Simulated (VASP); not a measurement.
Input of a VASP 6.6.1 run:

File POSCAR:

```
Ge
1.0
    3.9959443941      0.0000000000      0.0000000000
   -1.9979721971      3.4605893574      0.0000000000
    0.0000000000      0.0000000000      6.6020036165
Ge
4
Direct
    0.3333333333      0.6666666667      0.0629642790
    0.6666666667      0.3333333333      0.5629642790
    0.3333333333      0.6666666667      0.4370357210
    0.6666666667      0.3333333333      0.9370357210
```

The input INCAR.step1:

```
  PREC = Accurate
  ENCUT = 520
  ISMEAR = 0
  SIGMA = 0.01
  LREAL = False
  LASPH = True
  NELM = 60
  NBANDS = 36
  GGA = PE
  ALGO = Normal
  EDIFF = 1E-4
  LWAVE = True
  LCHARG = False
```

INCAR.step2

```
  PREC = Accurate
  ENCUT = 520
  EDIFF = 1E-6
  ISMEAR = 0
  SIGMA = 0.01
  LREAL = False
  LASPH = True
  NELM = 60
  ALGO = Normal
  ISIF = 2
  LWAVE = False
  LCHARG = False
  METAGGA = R2SCAN
  LMIXTAU = True
  NBANDS = 36
  ISTART = 1
```

File KPOINTS:

```
regular mesh
0
Gamma
  12 12 6
```

Potentials or basis: VASP PAW PBE potentials, release 64 (Ge_d).

The run is started by

```console
$ cat potpaw_PBE.64/Ge_d/POTCAR > POTCAR
$ cp INCAR.step1 INCAR
$ mpirun -np 1 vasp_std > vasp.out
$ cp INCAR.step2 INCAR
$ mpirun -np 1 vasp_std > vasp.out
```

(1) Predict the band gap on the k mesh.

(2) Estimate the pressure.

(3) Estimate the largest force.

## Answers

(1) 0.07 eV.

(2) 0.0 GPa.

(3) 0.006 eV/Å.

Caveat: semilocal functionals underestimate gaps, and a narrow one can read as zero; the PAW data sets were made with another functional, which shifts forces and pressure a little.
